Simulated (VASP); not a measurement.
# BeS (Fm-3m) in VASP: further runs

The runs below take BeS through single point, with r2SCAN, PBEsol.

Program: VASP 6.6.1. These are calculated values, not measurements. Logs are shortened: lines on timing, memory, paths and dates and some standing lists are left out, and cuts for length are marked.

### Step 1. The cell of the first run

It takes space group Fm-3m (No. 225, cubic). Conventional cell: a = 4.635 Å, b = 4.635 Å, c = 4.635 Å, α = 90.00°, β = 90.00°, γ = 90.00°. Be (site symmetry m-3m) has 6 S at 2.32 Å within 3.1 Å. Within 3.1 Å of S (site symmetry m-3m) lie 6 Be at 2.32 Å.

### Step 2. Single point, r2SCAN

Contents of POSCAR:

```
BeS
1.0
    0.0000000000      2.3172971951      2.3172971951
    2.3172971951      0.0000000000      2.3172971951
    2.3172971951      2.3172971951      0.0000000000
Be S
1 1
Direct
    0.0000000000      0.0000000000      0.0000000000
    0.5000000000      0.5000000000      0.5000000000
```

Contents of INCAR.step1:

```
  PREC = Accurate
  ENCUT = 520
  ISMEAR = 0
  SIGMA = 0.01
  LREAL = F
  LASPH = T
  NELM = 100
  NBANDS = 11
  GGA = PE
  ALGO = Normal
  EDIFF = 1E-4
  LWAVE = T
  LCHARG = F
```

Contents of INCAR.step2:

```
  PREC = Accurate
  ENCUT = 520
  EDIFF = 1E-6
  ISMEAR = 0
  SIGMA = 0.01
  LREAL = F
  LASPH = T
  NELM = 100
  ALGO = Normal
  ISIF = 2
  LWAVE = F
  LCHARG = T
  METAGGA = R2SCAN
  LMIXTAU = T
  LELF = T
  LVHAR = T
  NBANDS = 11
  ISTART = 1
```

Contents of KPOINTS:

```
regular mesh
0
Gamma
  8 8 8
```

Potentials or basis: VASP PAW PBE potentials, release 64 (Be, S).

Run with:

```console
cat potpaw_PBE.64/Be/POTCAR potpaw_PBE.64/S/POTCAR > POTCAR
cp INCAR.step1 INCAR
mpirun -np 1 vasp_std > vasp.out
cp INCAR.step2 INCAR
mpirun -np 1 vasp_std > vasp.out
```

OUTCAR:

```text
PREC = Accurate
   ENCUT = 520
   EDIFF = 1E-6
   ISMEAR = 0
   LREAL = F
   LASPH = T
   NELM = 100
   ISIF = 2
   METAGGA = R2SCAN
   ISTART = 1

 ion  position               nearest neighbor table
   1  0.000  0.000  0.000-   2 2.32   2 2.32   2 2.32   2 2.32   2 2.32   2 2.32
   2  0.500  0.500  0.500-   1 2.32   1 2.32   1 2.32   1 2.32   1 2.32   1 2.32

  LATTYP: Found a face centered cubic cell.
 ALAT       =     4.6345943902

  Lattice vectors:

 A1 = (   0.0000000000,   2.3172971951,   2.3172971951)
 A2 = (   2.3172971951,   0.0000000000,   2.3172971951)
 A3 = (   2.3172971951,   2.3172971951,   0.0000000000)

Analysis of symmetry for initial positions (statically):
=====================================================================
 Subroutine PRICEL returns:
 Original cell was already a primitive cell.

 Routine SETGRP: Setting up the symmetry group for a
 face centered cubic supercell.

 Subroutine GETGRP returns: Found 48 space group operations
 (whereof 48 operations were pure point group operations)
 out of a pool of 48 trial point group operations.

The static configuration has the point symmetry O_h .

Analysis of symmetry for dynamics (positions and initial velocities):
=====================================================================
 Subroutine PRICEL returns:
 Original cell was already a primitive cell.

 Routine SETGRP: Setting up the symmetry group for a
 face centered cubic supercell.

 Subroutine GETGRP returns: Found 48 space group operations
 (whereof 48 operations were pure point group operations)
 out of a pool of 48 trial point group operations.

The dynamic configuration has the point symmetry O_h .

 Subroutine INISYM returns: Found 48 space group operations
 (whereof 48 operations are pure point group operations),
 and found     1 'primitive' translations

----------------------------------------------------------------------------------------

                                     Primitive cell

  volume of cell :      24.8872

  direct lattice vectors                    reciprocal lattice vectors
     0.000000000  2.317297195  2.317297195    -0.215768612  0.215768612  0.215768612
     2.317297195  0.000000000  2.317297195     0.215768612 -0.215768612  0.215768612
     2.317297195  2.317297195  0.000000000     0.215768612  0.215768612 -0.215768612

  length of vectors
     3.277153121  3.277153121  3.277153121     0.373722199  0.373722199  0.373722199

[... 81 lines left out ...]
   LREAL  =      F    real-space projection
   EDIFFG = 0.1E-04   stopping-criterion for IOM
   NSW    =      0    number of steps for IOM
   IBRION =     -1    ionic relax: 0-MD 1-quasi-New 2-CG
   NFREE  =      0    steps in history (QN), initial steepest desc. (CG)
   ISIF   =      2    stress and relaxation
   ISYM   =      2    0-nonsym 1-usesym 2-fastsym
   POTIM  = 0.5000    time-step for ionic-motion
   TEBEG  =    0.0;   TEEND  =   0.0 temperature during run
   PSTRESS=    0.0 pullay stress
   NELECT =       8.0000    total number of electrons
   NUPDOWN=      -1.0000    fix difference up-down
   EMIN   =  10.00;   EMAX   =-10.00  energy-range for DOS
   EFERMI =   0.00;   METHOD = LEGACY
   ISMEAR =     0;   SIGMA  =   0.01  broadening in eV -4-tet -1-fermi 0-gaus
   EFERMI_NEDOS =   21; number of points for ismear=-14 and -15
   IALGO  =     38    algorithm
   IMIX   =      4    mixing-type and parameters
     AMIX     =   0.40;   BMIX     =  1.00
     AMIX_MAG =   1.60;   BMIX_MAG =  1.00
  volume/ion in A,a.u.               =      12.44        83.97
  Fermi-wavevector in a.u.,A,eV,Ry     =   1.121450  2.119232 17.111356  1.257649
  Thomas-Fermi vector in A             =   2.258103
   LORBIT       =      0    0 simple, 1 ext, 2 COOP (PROOUT), +10 PAW based schemes
   METAGGA = R2SCAN    functional components
   LHFCALC =     F    Hartree Fock is set to
   AEXX    =    0.0000 exact exchange contribution
   IVDW    =     0    specifies the selected vdW correction
   LEPSILON=     F    determine dielectric tensor
   LRPA    =     F    only Hartree local field effects (RPA)
 non-spin polarized calculation
 Gauss-broadening in eV      SIGMA  =   0.01
  energy-cutoff  :      520.00
  volume of cell :       24.89
 maximum number of plane-waves:       692
   NGX = 13   NGY = 13   NGZ = 13

 number of electron       7.9999998 magnetization

 Free energy of the ion-electron system (eV)
  ---------------------------------------------------
  ext. energy  EPLUGINS =         0.00000000
  ---------------------------------------------------
  free energy    TOTEN  =       -13.55077524 eV

  energy without entropy =      -13.55077524  energy(sigma->0) =      -13.55077524

 E-fermi :   6.4901     XC(G=0): -11.0899

 val. band max:        6.4316499748   @ k =  -0.1250   0.1250   0.0000
 cond. band min:       7.7839557804   @ k =   0.5000   0.5000   0.0000
 fundamental gap:      1.3523058056
 Fermi energy:         6.4901015572

 k-point     1 :       0.0000    0.0000    0.0000
  band No.  band energies     occupation
      1      -9.3078      2.00000
      2       6.1681      2.00000
      3       6.1681      2.00000
      4       6.1681      2.00000
      5      12.6431      0.00000
      6      15.8241      0.00000
      7      15.8241      0.00000
      8      15.8241      0.00000
      9      17.0975      0.00000
     10      17.0975      0.00000
     11      17.0975      0.00000
[... 309 lines left out ...]
 k-point    24 :      -0.3750    0.2500    0.1250
  band No.  band energies     occupation
      1      -6.4653      2.00000
      2      -0.3730      2.00000
      3       2.9105      2.00000
      4       4.4049      2.00000
      5      11.1850      0.00000
      6      11.6800      0.00000
      7      15.1463      0.00000
      8      18.4686      0.00000
      9      19.7630      0.00000
     10      20.4756      0.00000
     11      24.1004      0.00000

 [... further k-points ...]
[... 5 lines left out ...]
  --------------------------------------------------------------------------------------
  -------------------------------------------------------------------------------------
  Total        0.0041649      0.0041649      0.0041649      0.0000000      0.0000000     -0.0000000
  in kB        0.2681291      0.2681291      0.2681291      0.0000000      0.0000000     -0.0000000
  external PRESSURE =       0.2681291 kB  Pullay stress =       0.0000000 kB

 VOLUME and BASIS-vectors are now :
 -----------------------------------------------------------------------------
  energy-cutoff  :      520.00
  volume of cell :       24.89
      direct lattice vectors                 reciprocal lattice vectors
     0.000000000  2.317297195  2.317297195    -0.215768612  0.215768612  0.215768612
     2.317297195  0.000000000  2.317297195     0.215768612 -0.215768612  0.215768612
     2.317297195  2.317297195  0.000000000     0.215768612  0.215768612 -0.215768612

 POSITION                                       TOTAL-FORCE (eV/Angst)
 -----------------------------------------------------------------------------------
      0.00000      0.00000      0.00000         0.000000      0.000000      0.000000
      2.31730      2.31730      2.31730        -0.000000     -0.000000      0.000000
 -----------------------------------------------------------------------------------
    total drift:                               -0.000000     -0.000000      0.000000

  FREE ENERGIE OF THE ION-ELECTRON SYSTEM (eV)
  ---------------------------------------------------
  free  energy   TOTEN  =       -13.5507752384 eV

  energy  without entropy=      -13.5507752384  energy(sigma->0) =      -13.55077524
```

OUTCAR.step1:

```text
PREC = Accurate
   ENCUT = 520
   ISMEAR = 0
   LREAL = F
   LASPH = T
[... 556 lines left out ...]
 -----------------------------------------------------------------------------------
      0.00000      0.00000      0.00000        -0.000000      0.000000     -0.000000
      2.31730      2.31730      2.31730         0.000000     -0.000000      0.000000
 -----------------------------------------------------------------------------------
    total drift:                               -0.000000     -0.000000      0.000000

  FREE ENERGIE OF THE ION-ELECTRON SYSTEM (eV)
  ---------------------------------------------------
  free  energy   TOTEN  =        -8.8926407948 eV

  energy  without entropy=       -8.8926407948  energy(sigma->0) =       -8.89264079
```

OSZICAR.step1:

```text
N       E                     dE             d eps       ncg     rms          rms(c)
DAV:   1     0.198385794227E+02    0.19839E+02   -0.41565E+03   638   0.647E+02
DAV:   2    -0.779013170189E+01   -0.27629E+02   -0.26408E+02   844   0.112E+02
DAV:   3    -0.896316828897E+01   -0.11730E+01   -0.11701E+01   852   0.228E+01
DAV:   4    -0.896880101684E+01   -0.56327E-02   -0.56312E-02   837   0.178E+00
DAV:   5    -0.896883088563E+01   -0.29869E-04   -0.29868E-04   779   0.125E-01    0.637E+00
DAV:   6    -0.889300552221E+01    0.75825E-01   -0.18552E-01   750   0.179E+00    0.427E+00
DAV:   7    -0.889209556649E+01    0.90996E-03   -0.64724E-02   810   0.122E+00    0.163E+00
DAV:   8    -0.889265730315E+01   -0.56174E-03   -0.60766E-03   733   0.374E-01    0.294E-01
DAV:   9    -0.889264079478E+01    0.16508E-04   -0.15617E-04   621   0.799E-02
   1 F= -.88926408E+01 E0= -.88926408E+01  d E =-.339488E-62
```

It took 21 s on 1 thread of Intel Xeon 8259CL, shared host; peak memory 0.14 GiB.

What came out:

```yaml
Free_energy: -13.5508 eV
Pressure: 0.0 GPa
Band_gap_on_the_k_mesh: 1.35 eV, indirect (least direct gap 4.60 eV)
```

Levels at points of the mesh, in eV from the valence-band top:
```
           k point  band 1  band 2  band 3  band 4  band 5  band 6  band 7  band 8  band 9
(0.00, 0.00, 0.00)  -15.74   -0.26   -0.26   -0.26    6.21    9.39    9.39    9.39   10.67
(0.50, 0.00, 0.00)  -13.38   -7.43   -0.53   -0.53    4.49    4.49    4.85   11.20   16.35
(0.50, 0.50, 0.00)  -12.30   -6.94   -3.25   -3.25    1.35    4.87   12.99   12.99   14.94
```

Caveat: the PAW data sets were made with another functional, which shifts forces and pressure a little. r2SCAN opens gaps a little over a GGA but as a rule still falls short of measured ones.

### Step 3. Single point, PBEsol

Contents of INCAR:

```
PREC     = Accurate       # precision mode
ENCUT    = 600            # plane-wave cutoff, eV
EDIFF    = 1E-6           # SCF threshold, eV
ISMEAR   = 0              # smearing method
SIGMA    = 0.01           # smearing width, eV
LREAL    = False          # projectors in reciprocal space
LASPH    = True           # aspherical terms in the spheres
NELM     = 120            # most SCF steps
ALGO     = Normal         # electronic algorithm
ISIF     = 2              # what is computed and relaxed
LWAVE    = False          # write WAVECAR
LCHARG   = False          # write CHGCAR
GGA      = PS             # functional
NBANDS   = 11             # bands
GGA_COMPAT= False
```

Contents of KPOINTS:

```
Automatic mesh
0
Gamma
  4 4 4
```

POSCAR is that of step 2.

Potentials or basis: VASP PAW PBE potentials, release 64 (Be, S).

Run with:

```console
cat potpaw_PBE.64/Be/POTCAR potpaw_PBE.64/S/POTCAR > POTCAR
mpirun -np 1 vasp_std > vasp.out
```

Wall time 6.1 s (1 thread of Intel Xeon Platinum 8259CL at 2.50GHz (Skylake/Cascade Lake), shared host); peak memory 0.14 GiB.

It converged, with:

```yaml
Free_energy: -9.4248 eV
Pressure: -1.5 GPa
Band_gap_on_the_k_mesh: 1.21 eV, indirect (least direct gap 4.12 eV)
```

Levels at points of the mesh, in eV from the valence-band top:
| k point | band 1 | band 2 | band 3 | band 4 | band 5 | band 6 | band 7 | band 8 | band 9 |
| --- | --- | --- | --- | --- | --- | --- | --- | --- | --- |
| (0.00, 0.00, 0.00) | -14.82 | 0.00 | 0.00 | 0.00 | 5.50 | 9.02 | 9.02 | 9.02 | 9.80 |
| (0.50, 0.00, 0.00) | -12.53 | -7.00 | -0.21 | -0.21 | 4.15 | 4.15 | 4.29 | 10.41 | 15.80 |
| (0.50, 0.50, 0.00) | -11.47 | -6.57 | -2.91 | -2.91 | 1.21 | 4.45 | 12.01 | 12.01 | 13.83 |

Caveat: the k points lie up to 0.59 Å⁻¹ apart; the PAW data sets were made with another functional, which shifts forces and pressure a little. A k mesh can miss the band edges.

### Step 4. Single point, r2SCAN

POSCAR is that of step 3.

Contents of INCAR.step1:

```
PREC = Accurate ; ENCUT = 660
ISMEAR = 0 ; SIGMA = 0.01
LREAL = F ; LASPH = T
NELM = 120 ; NBANDS = 11
GGA = PE ; ALGO = Normal
EDIFF = 1E-5 ; LWAVE = T
LCHARG = F ; GGA_COMPAT = F
```

Contents of INCAR.step2:

```
PREC = Accurate ; ENCUT = 660
EDIFF = 1E-6 ; ISMEAR = 0
SIGMA = 0.01 ; LREAL = F
LASPH = T ; NELM = 120
ALGO = Normal ; ISIF = 2
LWAVE = F ; LCHARG = F
METAGGA = R2SCAN ; LMIXTAU = T
NBANDS = 11 ; ISTART = 1
GGA_COMPAT = F
```

Contents of KPOINTS:

```
regular mesh
0
Gamma
  4 4 4
```

Run with:

```console
cat potpaw_PBE.64/Be/POTCAR potpaw_PBE.64/S/POTCAR > POTCAR
cp INCAR.step1 INCAR
mpirun -np 1 vasp_std > vasp.out
cp INCAR.step2 INCAR
mpirun -np 1 vasp_std > vasp.out
```

It took 38 s on 1 thread of Intel Xeon Platinum 8259CL at 2.50GHz (Skylake/Cascade Lake), shared host; peak memory 0.15 GiB.

The run converged. Its results:

```yaml
Free_energy: -13.4166 eV
Pressure: 1.4 GPa
Band_gap_on_the_k_mesh: 1.59 eV, indirect (least direct gap 4.58 eV)
```

Levels at points of the mesh, in eV from the valence-band top:
```
           k point  band 1  band 2  band 3  band 4  band 5  band 6  band 7  band 8
(0.00, 0.00, 0.00)  -15.47    0.00    0.00    0.00    6.47    9.64    9.64    9.64
(0.50, 0.00, 0.00)  -13.11   -7.18   -0.26   -0.26    4.72    4.72    5.10   11.43
(0.50, 0.50, 0.00)  -12.02   -6.69   -2.99   -2.99    1.59    5.11   13.22   13.22
```

Caveat: the k points lie up to 0.59 Å⁻¹ apart; the PAW data sets were made with another functional, which shifts forces and pressure a little. r2SCAN opens gaps a little over a GGA but as a rule still falls short of measured ones.

### Step 5. The runs side by side

```csv
level,k mesh,cutoff (eV),gap on the mesh (eV),pressure (GPa)
r2SCAN,8 × 8 × 8,520,1.35,0.0
PBEsol,4 × 4 × 4,600,1.21,-1.5
r2SCAN,4 × 4 × 4,660,1.59,1.4
```

Alike in all rows: task single point; potentials or basis VASP PAW PBE potentials, release 64 (Be, S); no spin polarisation; cell as given; smearing gaussian 0.01 eV.

Caveats: some runs use coarse meshes; the PAW data sets were made with another functional, which shifts forces and pressure a little.

Total energies depend on the potentials used, so only differences within one code and one set of settings carry meaning.
